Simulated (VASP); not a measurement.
# Sb in VASP: settings compared, part 2 of 2

VASP 6.6.1. Earlier steps stand in the parts before.

**3. Single point, LDA**

File INCAR:

```
ALGO = Normal
EDIFF = 1E-7
ENCUT = 520
GGA = CA
ISIF = 2
ISMEAR = -1
LASPH = T
LCHARG = F
LREAL = F
LWAVE = F
NBANDS = 12
NELM = 100
PREC = Accurate
SIGMA = 0.05
```

File KPOINTS:

```
k-points
0
Gamma
  5 5 5
```

File POSCAR:

```
Sb
1.0
    2.1542000000      1.2437279499      3.7580000000
   -2.1542000000      1.2437279499      3.7580000000
    0.0000000000     -2.4874558998      3.7580000000
Sb
2
Direct
    0.7676430000      0.7550740000      0.7647910000
    0.2500380000      0.2274410000      0.2223170000
```

Potentials or basis: VASP PAW LDA potentials, release 64 (Sb).

Run with:

```
> cat potpaw_LDA.64/Sb/POTCAR > POTCAR
> mpirun -np 1 vasp_std > vasp.out
```

OUTCAR:

```text
EDIFF = 1E-7
   ENCUT = 520
   GGA = CA
   ISIF = 2
   ISMEAR = -1
   LASPH = T
   LREAL = F
   NELM = 100
   PREC = Accurate

 ion  position               nearest neighbor table
   1  0.768  0.755  0.765-   2 2.89   2 2.93   2 2.97   2 3.29   2 3.33   2 3.36
   2  0.250  0.227  0.222-   1 2.89   1 2.93   1 2.97   1 3.29   1 3.33   1 3.36

  LATTYP: Found a trigonal (rhomboedric) cell.
 ALAT       =     4.5066618304
 COS(alpha) =     0.5430253624

  Lattice vectors:

 A1 = (   2.1542000000,   1.2437279499,   3.7580000000)
 A2 = (  -2.1542000000,   1.2437279499,   3.7580000000)
 A3 = (   0.0000000000,  -2.4874558998,   3.7580000000)

Analysis of symmetry for initial positions (statically):
=====================================================================
 Subroutine PRICEL returns:
 Original cell was already a primitive cell.

 Routine SETGRP: Setting up the symmetry group for a
 trigonal (rhombohedral) supercell.

 Subroutine GETGRP returns: Found  2 space group operations
 (whereof  1 operations were pure point group operations)
 out of a pool of 12 trial point group operations.

[... 176 lines left out ...]
      4       5.3262      2.00000
      5       5.4576      2.00000
      6       9.3557      0.00000
      7       9.7228      0.00000
      8       9.9548      0.00000
      9      12.0966      0.00000
     10      12.1916      0.00000
     11      12.2590      0.00000
     12      13.7202      0.00000
[... 331 lines left out ...]
 k-point    24 :       0.2000   -0.0000   -0.2000
  band No.  band energies     occupation
      1      -4.4024      2.00000
      2      -0.5483      2.00000
      3       3.5613      2.00000
      4       5.9186      2.00000
      5       6.0774      2.00000
      6       7.3389      0.03151
      7       7.7735      0.00001
      8      10.7906      0.00000
      9      11.6621      0.00000
     10      13.0473      0.00000
     11      15.1057      0.00000
     12      15.7732      0.00000

 [... further k-points ...]

------------------------ aborting loop because EDIFF is reached ----------------------------------------

  FORCE on cell =-STRESS in cart. coord.  units (eV):
  Direction    XX          YY          ZZ          XY          YZ          ZX
  --------------------------------------------------------------------------------------
  -------------------------------------------------------------------------------------
  Total       -0.3705402     -0.4297069     -0.9082666      0.0363941     -0.1505993     -0.0794273
  in kB       -9.8271252    -11.3962891    -24.0882089      0.9652097     -3.9940560     -2.1064987
  external PRESSURE =     -15.1038744 kB  Pullay stress =       0.0000000 kB

 VOLUME and BASIS-vectors are now :
 -----------------------------------------------------------------------------
  energy-cutoff  :      520.00
  volume of cell :       60.41
      direct lattice vectors                 reciprocal lattice vectors
     2.154200000  1.243727950  3.758000000     0.232104726  0.134005726  0.088699663
    -2.154200000  1.243727950  3.758000000    -0.232104726  0.134005726  0.088699663
     0.000000000 -2.487455900  3.758000000     0.000000000 -0.268011452  0.088699663

 POSITION                                       TOTAL-FORCE (eV/Angst)
 -----------------------------------------------------------------------------------
      0.02708     -0.00854      8.59646         0.038437      0.054269      0.213286
      0.04868      0.04085      2.62983        -0.038437     -0.054269     -0.213286
 -----------------------------------------------------------------------------------
    total drift:                               -0.000001      0.000001      0.000003

  FREE ENERGIE OF THE ION-ELECTRON SYSTEM (eV)
  ---------------------------------------------------
  free  energy   TOTEN  =        -9.6532545189 eV

  energy  without entropy=       -9.6508657402  energy(sigma->0) =       -9.65206013
```

OSZICAR:

```text
N       E                     dE             d eps       ncg     rms          rms(c)
DAV:   1     0.361313282926E+02    0.36131E+02   -0.36114E+03  1512   0.660E+02
DAV:   2    -0.760586885037E+01   -0.43737E+02   -0.42282E+02  2060   0.109E+02
DAV:   3    -0.965663844519E+01   -0.20508E+01   -0.20414E+01  1840   0.265E+01
DAV:   4    -0.967488728329E+01   -0.18249E-01   -0.18247E-01  1772   0.306E+00
DAV:   5    -0.967512388774E+01   -0.23660E-03   -0.23660E-03  1852   0.378E-01    0.307E+00
DAV:   6    -0.966119276297E+01    0.13931E-01   -0.29372E-03  1800   0.287E-01    0.182E+00
DAV:   7    -0.965321445707E+01    0.79783E-02   -0.67714E-03  1772   0.435E-01    0.553E-02
DAV:   8    -0.965325230476E+01   -0.37848E-04   -0.38545E-04  1708   0.119E-01    0.102E-02
DAV:   9    -0.965325441213E+01   -0.21074E-05   -0.11855E-05  1904   0.226E-02    0.702E-03
DAV:  10    -0.965325453556E+01   -0.12342E-06   -0.15187E-06  1768   0.608E-03    0.349E-03
DAV:  11    -0.965325451888E+01    0.16677E-07   -0.14807E-07  1408   0.218E-03
   1 F= -.96532545E+01 E0= -.96520601E+01  d E =-.238878E-02
```

It took 58 s on 1 thread of Intel Xeon 8259CL, shared host; peak memory 0.18 GiB.

Results:

| Item | Value |
| --- | --- |
| Free energy | -9.6533 eV |
| Pressure | -1.5 GPa |
| Largest force | 0.223 eV/Å |

Forces on the atoms (eV/Å):
```
Sb   0.038  0.054  0.213
Sb  -0.038 -0.054 -0.213
```

Stress tensor (GPa, compression positive):
```
-0.98  0.10 -0.21
 0.10 -1.14 -0.40
-0.21 -0.40 -2.41
```

Caveat: spin-orbit coupling is left out, which moves the levels of the heavy elements.

**4. Single point, LDA**

File INCAR:

```
SYSTEM = Sb
ALGO = Normal ; EDIFF = 1E-6
ENCUT = 520 ; ISIF = 2
ISMEAR = -1 ; LASPH = .True.
LCHARG = .False. ; LREAL = .False.
LWAVE = .False. ; NBANDS = 12
NELM = 80 ; PREC = Accurate
SIGMA = 0.05
```

File KPOINTS:

```
k-points
0
Gamma
  5 5 5
  0 0 0
```

POSCAR is that of step 3.

Potentials or basis: VASP PAW LDA potentials, release 64 (Sb).

Run with:

```
> cat potpaw_LDA.64/Sb/POTCAR > POTCAR
> mpirun -np 1 vasp_std > vasp.out
```

OUTCAR:

```text
SYSTEM = Sb
   EDIFF = 1E-6
   ENCUT = 520
   ISIF = 2
   ISMEAR = -1
   LASPH = .True.
   LREAL = .False.
   NELM = 80
   PREC = Accurate

 ion  position               nearest neighbor table
   1  0.768  0.755  0.765-   2 2.89   2 2.93   2 2.97   2 3.29   2 3.33   2 3.36
   2  0.250  0.227  0.222-   1 2.89   1 2.93   1 2.97   1 3.29   1 3.33   1 3.36

  LATTYP: Found a trigonal (rhomboedric) cell.
 ALAT       =     4.5066618304
 COS(alpha) =     0.5430253624

  Lattice vectors:

 A1 = (   2.1542000000,   1.2437279499,   3.7580000000)
 A2 = (  -2.1542000000,   1.2437279499,   3.7580000000)
 A3 = (   0.0000000000,  -2.4874558998,   3.7580000000)

Analysis of symmetry for initial positions (statically):
=====================================================================
 Subroutine PRICEL returns:
 Original cell was already a primitive cell.

 Routine SETGRP: Setting up the symmetry group for a
 trigonal (rhombohedral) supercell.

 Subroutine GETGRP returns: Found  2 space group operations
 (whereof  1 operations were pure point group operations)
 out of a pool of 12 trial point group operations.

[... 177 lines left out ...]
      5       5.4575      2.00000
      6       9.3556      0.00000
      7       9.7228      0.00000
      8       9.9547      0.00000
      9      12.0966      0.00000
     10      12.1916      0.00000
     11      12.2590      0.00000
     12      13.7202      0.00000
[... 331 lines left out ...]
 k-point    24 :       0.2000   -0.0000   -0.2000
  band No.  band energies     occupation
      1      -4.4025      2.00000
      2      -0.5484      2.00000
      3       3.5612      2.00000
      4       5.9185      2.00000
      5       6.0774      2.00000
      6       7.3388      0.03150
      7       7.7734      0.00001
      8      10.7905      0.00000
      9      11.6621      0.00000
     10      13.0473      0.00000
     11      15.1057      0.00000
     12      15.7731      0.00000

 [... further k-points ...]

------------------------ aborting loop because EDIFF is reached ----------------------------------------

  FORCE on cell =-STRESS in cart. coord.  units (eV):
  Direction    XX          YY          ZZ          XY          YZ          ZX
  --------------------------------------------------------------------------------------
  -------------------------------------------------------------------------------------
  Total       -0.3701232     -0.4291861     -0.9075220      0.0363533     -0.1505735     -0.0793975
  in kB       -9.8160656    -11.3824760    -24.0684604      0.9641289     -3.9933705     -2.1057076
  external PRESSURE =     -15.0890007 kB  Pullay stress =       0.0000000 kB

 VOLUME and BASIS-vectors are now :
 -----------------------------------------------------------------------------
  energy-cutoff  :      520.00
  volume of cell :       60.41
      direct lattice vectors                 reciprocal lattice vectors
     2.154200000  1.243727950  3.758000000     0.232104726  0.134005726  0.088699663
    -2.154200000  1.243727950  3.758000000    -0.232104726  0.134005726  0.088699663
     0.000000000 -2.487455900  3.758000000     0.000000000 -0.268011452  0.088699663

 POSITION                                       TOTAL-FORCE (eV/Angst)
 -----------------------------------------------------------------------------------
      0.02708     -0.00854      8.59646         0.038438      0.054267      0.213198
      0.04868      0.04085      2.62983        -0.038438     -0.054267     -0.213198
 -----------------------------------------------------------------------------------
    total drift:                               -0.000001      0.000001      0.000003

  FREE ENERGIE OF THE ION-ELECTRON SYSTEM (eV)
  ---------------------------------------------------
  free  energy   TOTEN  =        -9.6532545294 eV

  energy  without entropy=       -9.6508659517  energy(sigma->0) =       -9.65206024
```

It took 47 s on 1 thread of Intel Xeon 8259CL, shared host; peak memory 0.19 GiB.

Results:

| Quantity | Value |
| --- | --- |
| Free energy | -9.6533 eV |
| Pressure | -1.5 GPa |
| Largest force | 0.223 eV/Å |

Forces on the atoms (eV/Å):
```
Sb   0.038  0.054  0.213
Sb  -0.038 -0.054 -0.213
```

Levels at points of the mesh, in eV from the Fermi level:
| k point | band 3 | band 4 | band 5 | band 6 | band 7 | band 8 |
| --- | --- | --- | --- | --- | --- | --- |
| (0.00, 0.00, 0.00) | -2.13 | -1.81 | -1.67 | 2.22 | 2.59 | 2.82 |

Caveat: spin-orbit coupling is left out, which moves the levels of the heavy elements.
